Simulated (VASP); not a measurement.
# WSe2 (Pm) in VASP: notebook

The runs below take WSe2 through single point, with PBE+D3(BJ).

Everything below comes from runs of VASP 6.6.1. Logs are shortened: lines on timing, memory, paths and dates and some standing lists are left out, and cuts for length are marked.

### 1 The cell of the first run

The structure is monoclinic, space group Pm (No. 6). The conventional cell has a = 3.279 Å, b = 12.789 Å, c = 3.279 Å, α = 90.00°, β = 120.00°, γ = 90.00°. Within 3.1 Å of W (site symmetry m) lie 6 Se at 2.36 to 2.81 Å. Within 3.3 Å of W (site symmetry m) lie 6 Se at 2.53 Å and 6 W at 3.28 Å. Within 3.7 Å of Se (site symmetry 1) lie 3 W at 2.53 Å and 10 Se at 3.28 to 3.68 Å. Se (site symmetry 1) has 3 W at 2.36 to 2.81 Å within 3.1 Å.

### 2 Single point, PBE+D3(BJ) (atoms displaced along a vibrational mode)

Input file INCAR:

```
PREC     = Accurate       # precision mode
ENCUT    = 520            # plane-wave cutoff, eV
EDIFF    = 1E-6           # SCF threshold, eV
ISMEAR   = 0              # smearing method
SIGMA    = 0.05           # smearing width, eV
LREAL    = False          # projectors in reciprocal space
LASPH    = True           # aspherical terms in the spheres
NELM     = 100            # most SCF steps
ALGO     = Normal         # electronic algorithm
ISIF     = 2              # what is computed and relaxed
LWAVE    = False          # write WAVECAR
LCHARG   = True           # write CHGCAR
GGA      = PE             # functional
IVDW     = 12             # dispersion correction
LELF     = True           # ELF
LVHAR    = True         
NBANDS   = 35             # bands
```

Input file KPOINTS:

```
regular mesh
0
Gamma
  12 12 2
```

Input file POSCAR:

```
WSe2
1.0
    3.2790275604      0.0000000000      0.0000000000
   -1.6395137802      2.8397211670      0.0000000000
    0.0000000000      0.0000000000     12.7886113462
W Se
2 4
Direct
    0.3916165925      0.7093329736      0.2500000000
    0.6666794257      0.3333426736      0.7500000000
    0.3335080494      0.6667945677      0.6182912225
    0.5986370420      0.2835321916      0.1182912225
    0.3335080494      0.6667945677      0.8817087775
    0.5986370420      0.2835321916      0.3817087775
```

Potentials or basis: VASP PAW PBE potentials, release 64 (W_sv, Se).

Started as:

```
cat potpaw_PBE.64/W_sv/POTCAR potpaw_PBE.64/Se/POTCAR > POTCAR
mpirun -np 1 vasp_std > vasp.out
```

OUTCAR:

```text
PREC = Accurate
   ENCUT = 520
   EDIFF = 1E-6
   ISMEAR = 0
   LREAL = False
   LASPH = True
   NELM = 100
   ISIF = 2
   GGA = PE
   IVDW = 12
 IVDW          = 12

 ion  position               nearest neighbor table
   1  0.392  0.709  0.250-   4 2.36   6 2.36   4 2.49   6 2.49   4 2.81   6 2.81
   2  0.667  0.333  0.750-   3 2.53   5 2.53   3 2.53   5 2.53   3 2.53   5 2.53
   3  0.334  0.667  0.618-   2 2.53   2 2.53   2 2.53
   4  0.599  0.284  0.118-   1 2.36   1 2.49   1 2.81
   5  0.334  0.667  0.882-   2 2.53   2 2.53   2 2.53
   6  0.599  0.284  0.382-   1 2.36   1 2.49   1 2.81

  LATTYP: Found a hexagonal cell.
 ALAT       =     3.2790275604
 C/A-ratio  =     3.9001231648

  Lattice vectors:

 A1 = (   3.2790275604,   0.0000000000,   0.0000000000)
 A2 = (  -1.6395137802,   2.8397211670,   0.0000000000)
 A3 = (   0.0000000000,   0.0000000000,  12.7886113462)

Analysis of symmetry for initial positions (statically):
=====================================================================
 Subroutine PRICEL returns:
 Original cell was already a primitive cell.

 Routine SETGRP: Setting up the symmetry group for a
 hexagonal supercell.

 Subroutine GETGRP returns: Found  2 space group operations
 (whereof  1 operations were pure point group operations)
 out of a pool of 24 trial point group operations.

The static configuration has the point symmetry C_1 .
 The point group associated with its full space group is C_1h.

Analysis of symmetry for dynamics (positions and initial velocities):
=====================================================================
 Subroutine PRICEL returns:
 Original cell was already a primitive cell.

 Routine SETGRP: Setting up the symmetry group for a
 hexagonal supercell.

 Subroutine GETGRP returns: Found  2 space group operations
 (whereof  1 operations were pure point group operations)
 out of a pool of 24 trial point group operations.

The dynamic configuration has the point symmetry C_1 .
 The point group associated with its full space group is C_1h.

 Subroutine INISYM returns: Found  2 space group operations
 (whereof  1 operations are pure point group operations),
 and found     1 'primitive' translations

----------------------------------------------------------------------------------------

                                     Primitive cell

  volume of cell :     119.0815

  direct lattice vectors                    reciprocal lattice vectors
     3.279027560  0.000000000  0.000000000     0.304968464  0.176073625  0.000000000
    -1.639513780  2.839721167  0.000000000     0.000000000  0.352147250  0.000000000
     0.000000000  0.000000000 12.788611346     0.000000000  0.000000000  0.078194573

  length of vectors
     3.279027560  3.279027560 12.788611346     0.352147250  0.352147250  0.078194573

  position of ions in fractional coordinates (direct lattice)
     0.391616593  0.709332974  0.250000000
     0.666679426  0.333342674  0.750000000
     0.333508049  0.666794568  0.618291222
     0.598637042  0.283532192  0.118291222
     0.333508049  0.666794568  0.881708778
     0.598637042  0.283532192  0.381708778

  ion indices of the primitive-cell ions
   primitive index   ion index
                 1           1
                 2           2
                 3           3
                 4           4
                 5           5
                 6           6

----------------------------------------------------------------------------------------

 KPOINTS: regular mesh

Automatic generation of k-mesh.
 Grid dimensions read from file:
 generate k-points for:   12   12    2

 Generating k-lattice:

  Cartesian coordinates                     Fractional coordinates (reciprocal lattice)
     0.025414039  0.014672802  0.000000000     0.083333333  0.000000000  0.000000000
     0.000000000  0.029345604  0.000000000     0.000000000  0.083333333  0.000000000
     0.000000000  0.000000000  0.039097286     0.000000000  0.000000000  0.500000000

  Length of vectors
     0.029345604  0.029345604  0.039097286

  Shift w.r.t. Gamma in fractional coordinates (k-lattice)
     0.000000000  0.000000000  0.000000000

 Subroutine IBZKPT returns following result:
 ===========================================

 Found    148 irreducible k-points:

 Following reciprocal coordinates:
            Coordinates               Weight
  0.000000  0.000000  0.000000      1.000000
  0.083333  0.000000  0.000000      2.000000
  0.000000  0.083333  0.000000      2.000000
 -0.083333  0.083333  0.000000      2.000000
  0.166667  0.000000  0.000000      2.000000
  0.000000  0.166667  0.000000      2.000000
[... 16 lines left out ...]
  0.166667  0.083333  0.000000      2.000000
 -0.083333  0.250000  0.000000      2.000000
 [... further k-points ...]
   k-points           NKPTS =    148   k-points in BZ     NKDIM =    148   number of bands    NBANDS=     35
   number of dos      NEDOS =    301   number of ions     NIONS =      6
[... 31 lines left out ...]
   ISMEAR =     0;   SIGMA  =   0.05  broadening in eV -4-tet -1-fermi 0-gaus
   EFERMI_NEDOS =   21; number of points for ismear=-14 and -15
   IALGO  =     38    algorithm
   IMIX   =      4    mixing-type and parameters
     AMIX     =   0.40;   BMIX     =  1.00
     AMIX_MAG =   1.60;   BMIX_MAG =  1.00
  volume/ion in A,a.u.               =      19.85       133.93
  Fermi-wavevector in a.u.,A,eV,Ry     =   1.242018  2.347074 20.988466  1.542609
  Thomas-Fermi vector in A             =   2.376391
   LORBIT       =      0    0 simple, 1 ext, 2 COOP (PROOUT), +10 PAW based schemes
   GGA     = PE    functional components
   LHFCALC =     F    Hartree Fock is set to
   AEXX    =    0.0000 exact exchange contribution
   IVDW    =    12    specifies the selected vdW correction
   LEPSILON=     F    determine dielectric tensor
   LRPA    =     F    only Hartree local field effects (RPA)
 non-spin polarized calculation
 Gauss-broadening in eV      SIGMA  =   0.05
  energy-cutoff  :      520.00
  volume of cell :      119.08
 maximum number of plane-waves:      3248
   NGX = 13   NGY = 13   NGZ = 47

 number of electron      51.9999992 magnetization

 Free energy of the ion-electron system (eV)
  ---------------------------------------------------
  ext. energy  EPLUGINS =         0.00000000
  ---------------------------------------------------
  free energy    TOTEN  =       -41.93376744 eV

  energy without entropy =      -41.93376744  energy(sigma->0) =      -41.93376744

 E-fermi :   7.0183     XC(G=0): -10.8946

 val. band max:        6.7849981416   @ k =   0.0000   0.0000   0.5000
 cond. band min:       7.2898871186   @ k =  -0.3333   0.1667   0.0000
 fundamental gap:      0.5048889770
 Fermi energy:         7.0182953029

 k-point     1 :       0.0000    0.0000    0.0000
  band No.  band energies     occupation
      1     -67.8223      2.00000
      2     -67.7728      2.00000
      3     -32.1095      2.00000
      4     -32.0734      2.00000
      5     -31.9537      2.00000
      6     -31.9365      2.00000
[... 27 lines left out ...]
     34      10.8029      0.00000
     35      11.3088      0.00000

 k-point     2 :       0.0833    0.0000    0.0000
  band No.  band energies     occupation
      1     -67.8216      2.00000
      2     -67.7722      2.00000
      3     -32.1069      2.00000
      4     -32.0703      2.00000
      5     -31.9574      2.00000
      6     -31.9514      2.00000
[... 27 lines left out ...]
     34      10.8486      0.00000
     35      11.8550      0.00000

 k-point     3 :       0.0000    0.0833    0.0000
  band No.  band energies     occupation
      1     -67.8216      2.00000
      2     -67.7721      2.00000
      3     -32.1060      2.00000
      4     -32.0703      2.00000
      5     -31.9690      2.00000
      6     -31.9526      2.00000
[... 27 lines left out ...]
     34      10.5077      0.00000
     35      11.8738      0.00000
[... 723 lines left out ...]
 k-point    23 :       0.1667    0.0833    0.0000
  band No.  band energies     occupation
      1     -67.8179      2.00000
      2     -67.7686      2.00000
      3     -32.0923      2.00000
      4     -32.0545      2.00000
      5     -32.0311      2.00000
      6     -31.9970      2.00000
[... 27 lines left out ...]
     34      10.9036      0.00000
     35      13.1660      0.00000

 k-point    24 :      -0.0833    0.2500    0.0000
  band No.  band energies     occupation
      1     -67.8179      2.00000
      2     -67.7683      2.00000
      3     -32.0874      2.00000
      4     -32.0583      2.00000
      5     -32.0545      2.00000
      6     -32.0323      2.00000
[... 27 lines left out ...]
     34      10.6912      0.00000
     35      13.2441      0.00000

 [... further k-points ...]

------------------------ aborting loop because EDIFF is reached ----------------------------------------

 Edisp (eV)   -2.85329

 E8    (eV) :    -1.2728

  FORCE on cell =-STRESS in cart. coord.  units (eV):
  Direction    XX          YY          ZZ          XY          YZ          ZX
  --------------------------------------------------------------------------------------
  -------------------------------------------------------------------------------------
  Total      -0.49831     3.57904     4.72654    -2.19239     0.00000     0.00000
  in kB      -6.70448    48.15405    63.59310   -29.49745     0.00000     0.00000
  external pressure =       35.01 kB  Pullay stress =        0.00 kB

 VOLUME and BASIS-vectors are now :
 -----------------------------------------------------------------------------
  energy-cutoff  :      520.00
  volume of cell :      119.08
      direct lattice vectors                 reciprocal lattice vectors
     3.279027560  0.000000000  0.000000000     0.304968464  0.176073625  0.000000000
    -1.639513780  2.839721167  0.000000000     0.000000000  0.352147250  0.000000000
     0.000000000  0.000000000 12.788611346     0.000000000  0.000000000  0.078194573

 POSITION                                       TOTAL-FORCE (eV/Angst)
 -----------------------------------------------------------------------------------
      0.12116      2.01431      3.19715        -3.559108     -4.336319      0.000000
      1.63954      0.94660      9.59146         0.001023     -0.004050      0.000000
      0.00036      1.89351      7.90709        -0.011468     -0.005791     -0.054292
      1.49809      0.80515      1.51278         1.790511      2.175975     -1.395098
      0.00036      1.89351     11.27583        -0.011468     -0.005791      0.054292
      1.49809      0.80515      4.88153         1.790511      2.175975      1.395098
 -----------------------------------------------------------------------------------
    total drift:                                0.000020     -0.000072      0.000000

  FREE ENERGIE OF THE ION-ELECTRON SYSTEM (eV)
  ---------------------------------------------------
  free  energy   TOTEN  =       -44.7870589842 eV

  energy  without entropy=      -44.7870589842  energy(sigma->0) =      -44.78705898
```

Run time: 13 min. Hardware: 1 thread of Intel Xeon 8259CL, shared host; peak memory 0.59 GiB.

What came out:

* Free energy: -44.7871 eV
* Pressure: 3.5 GPa
* Largest force: 5.610 eV/Å
* Band gap on the k mesh: 0.50 eV (least direct gap 0.71 eV)
* Dispersion energy per atom: -0.476 eV

Forces in eV/Å, atoms in the order of the input:
```
W   -3.559 -4.336  0.000
W    0.001 -0.004  0.000
Se  -0.011 -0.006 -0.054
Se   1.791  2.176 -1.395
Se  -0.011 -0.006  0.054
Se   1.791  2.176  1.395
```

Caveat: the cell differs from its parent crystal (atoms displaced along a vibrational mode); the stress differs along the axes, from -1 to 6 GPa; spin-orbit coupling is left out, which moves the levels of the heavy elements; forces of over 1 eV/Å act on the atoms, so gaps and moduli don't describe the material at rest.

### 3 Single point, PBE+D3(BJ) (atoms displaced along a vibrational mode)

Input file INCAR:

```
  PREC = Accurate
  ENCUT = 520
  EDIFF = 1E-7
  ISMEAR = 0
  SIGMA = 0.05
  LREAL = False
  LASPH = True
  NELM = 80
  ALGO = Normal
  ISIF = 2
  LWAVE = False
  LCHARG = False
  GGA = PE
  IVDW = 12
  NBANDS = 35
```

KPOINTS is that of step 2.

Input file POSCAR:

```
WSe2
1.0
    3.2790275604      0.0000000000      0.0000000000
   -1.6395137802      2.8397211670      0.0000000000
    0.0000000000      0.0000000000     12.7886113462
W Se
2 4
Direct
    0.3041917037      0.6453335132      0.2500000000
    0.6666602872      0.3333286632      0.7500000000
    0.3332459753      0.6666027162      0.6182912225
    0.7006814790      0.3582339042      0.1182912225
    0.3332459753      0.6666027162      0.8817087775
    0.7006814790      0.3582339042      0.3817087775
```

Potentials or basis: VASP PAW PBE potentials, release 64 (W_sv, Se).

Started as:

```
cat potpaw_PBE.64/W_sv/POTCAR potpaw_PBE.64/Se/POTCAR > POTCAR
mpirun -np 1 vasp_std > vasp.out
```

It took 13 min on 1 thread of Intel Xeon 8259CL, shared host; peak memory 0.59 GiB.

Results (log left out):

* Free energy: -45.6071 eV
* Pressure: 1.3 GPa
* Largest force: 3.492 eV/Å
* Band gap on the k mesh: 0.86 eV (least direct gap 1.53 eV)
* Dispersion energy per atom: -0.475 eV

Forces in eV/Å, atoms in the order of the input:
```
W    2.565  2.369  0.000
W    0.003  0.002  0.000
Se   0.001  0.003 -0.048
Se  -1.285 -1.188 -0.459
Se   0.001  0.003  0.048
Se  -1.285 -1.188  0.459
```

Stress tensor (GPa, compression positive):
```
 2.23  1.31  0.00
 1.31 -0.52  0.00
 0.00  0.00  2.22
```

Levels at points of the mesh, in eV from the valence-band top:
| k point | band 22 | band 23 | band 24 | band 25 | band 26 | band 27 | band 28 | band 29 | band 30 | band 31 |
| --- | --- | --- | --- | --- | --- | --- | --- | --- | --- | --- |
| (0.00, 0.00, 0.00) | -1.47 | -1.17 | -0.92 | -0.66 | 0.00 | 1.80 | 2.26 | 2.69 | 2.69 | 2.81 |
| (0.50, 0.00, 0.00) | -2.43 | -1.74 | -1.35 | -1.27 | -0.94 | 2.10 | 2.21 | 2.34 | 2.72 | 3.10 |
| (0.00, 0.50, 0.00) | -2.25 | -1.69 | -1.37 | -1.20 | -0.63 | 2.18 | 2.21 | 2.34 | 2.61 | 2.74 |
| (0.50, 0.50, 0.00) | -2.32 | -1.88 | -1.38 | -1.21 | -0.49 | 2.15 | 2.21 | 2.35 | 2.56 | 2.75 |
| (0.00, 0.00, 0.50) | -1.47 | -1.46 | -0.68 | -0.22 | -0.17 | 1.80 | 2.28 | 2.68 | 2.71 | 2.82 |
| (0.50, 0.00, 0.50) | -2.63 | -1.66 | -1.33 | -1.19 | -1.04 | 2.10 | 2.20 | 2.54 | 2.58 | 3.37 |
| (0.00, 0.50, 0.50) | -2.30 | -1.67 | -1.36 | -1.19 | -0.65 | 2.20 | 2.24 | 2.55 | 2.57 | 2.78 |
| (0.50, 0.50, 0.50) | -2.41 | -1.86 | -1.35 | -1.19 | -0.51 | 2.18 | 2.20 | 2.54 | 2.60 | 2.71 |

Caveat: the cell differs from its parent crystal (atoms displaced along a vibrational mode); spin-orbit coupling is left out, which moves the levels of the heavy elements; forces of over 1 eV/Å act on the atoms, so gaps and moduli don't describe the material at rest. A k mesh can miss the band edges.

### 4 Single point, PBE+D3(BJ) (atoms displaced along a vibrational mode)

Input file INCAR:

```
ALGO = Normal
EDIFF = 1E-7
ENCUT = 520
GGA = PE
ISIF = 2
ISMEAR = 0
IVDW = 12
LASPH = T
LCHARG = T
LELF = T
LREAL = F
LVHAR = T
LWAVE = F
NBANDS = 35
NELM = 80
PREC = Accurate
SIGMA = 0.05
```

Input file KPOINTS:

```
k-points
0
Gamma
  12 12 2
```

Input file POSCAR:

```
WSe2
1.0
    3.2790275604      0.0000000000      0.0000000000
   -1.6395137802      2.8397211670      0.0000000000
    0.0000000000      0.0000000000     12.7886113462
W Se
2 4
Direct
    0.2896208890      0.6346669365      0.2500000000
    0.6666570974      0.3333263282      0.7500000000
    0.3332022963      0.6665707409      0.6182912225
    0.7176888852      0.3706841896      0.1182912225
    0.3332022963      0.6665707409      0.8817087775
    0.7176888852      0.3706841896      0.3817087775
```

Started as:

```
cat potpaw_PBE.64/W_sv/POTCAR potpaw_PBE.64/Se/POTCAR > POTCAR
mpirun -np 1 vasp_std > vasp.out
```

It took 5.9 min on 1 thread of AMD EPYC 9R45 (Zen 5), shared host; peak memory 0.56 GiB.

The run converged. Its results:

* Free energy: -45.2027 eV
* Pressure: 2.6 GPa
* Largest force: 5.212 eV/Å
* Band gap on the k mesh: 0.91 eV (least direct gap 1.42 eV)
* Dispersion energy per atom: -0.476 eV

Forces on the atoms (eV/Å):
```
W    3.909  3.448  0.000
W    0.006  0.003  0.000
Se   0.001  0.004 -0.050
Se  -1.958 -1.730 -0.996
Se   0.001  0.004  0.050
Se  -1.958 -1.730  0.996
```

Stress tensor (GPa, compression positive):
```
 3.77  2.03  0.00
 2.03 -0.54  0.00
 0.00  0.00  4.62
```

Levels at points of the mesh, in eV from the valence-band top:
```tsv
k point	band 23	band 24	band 25	band 26	band 27	band 28	band 29	band 30
(0.00, 0.00, 0.00)	-1.12	-0.84	-0.21	0.00	1.42	2.07	2.74	2.74
(0.50, 0.00, 0.00)	-1.84	-1.31	-1.21	-0.82	2.12	2.25	2.40	2.78
(0.00, 0.50, 0.00)	-1.82	-1.32	-1.15	-0.25	2.20	2.25	2.38	2.43
(0.50, 0.50, 0.00)	-2.06	-1.33	-1.15	-0.05	2.16	2.21	2.25	2.45
(0.00, 0.00, 0.50)	-1.42	-0.24	-0.24	-0.09	1.42	2.09	2.73	2.75
(0.50, 0.00, 0.50)	-1.76	-1.28	-1.14	-0.90	2.12	2.25	2.58	2.65
(0.00, 0.50, 0.50)	-1.81	-1.31	-1.14	-0.26	2.24	2.27	2.47	2.60
(0.50, 0.50, 0.50)	-2.06	-1.30	-1.13	-0.06	2.19	2.21	2.31	2.60
```

Caveat: the cell differs from its parent crystal (atoms displaced along a vibrational mode); the stress differs along the axes, from -1 to 5 GPa; spin-orbit coupling is left out, which moves the levels of the heavy elements; forces of over 1 eV/Å act on the atoms, so gaps and moduli don't describe the material at rest. A k mesh can miss the band edges.

### 5 The runs side by side

| cell | gap on the mesh (eV) | pressure (GPa) | largest force (eV/Å) |
| --- | --- | --- | --- |
| as given, atomic positions A | 0.50 | 3.5 | 5.61 |
| as given, atomic positions B | 0.86 | 1.3 | 3.49 |
| as given, atomic positions C | 0.91 | 2.6 | 5.21 |

Alike in all rows: task single point; level PBE+D3(BJ); potentials or basis VASP PAW PBE potentials, release 64 (W_sv, Se); no spin polarisation; k mesh 12 × 12 × 2; cutoff (eV) 520; smearing gaussian 0.05 eV.

Caveats: spin-orbit coupling is left out, which moves the levels of the heavy elements; forces of over 1 eV/Å act on the atoms, so gaps and moduli don't describe the material at rest; the stress differs along the axes, from -1 to 6 GPa (at least some runs); the stress differs along the axes, from -1 to 5 GPa (at least some runs).

Total energies depend on the potentials used, so only differences within one code and one set of settings carry meaning.
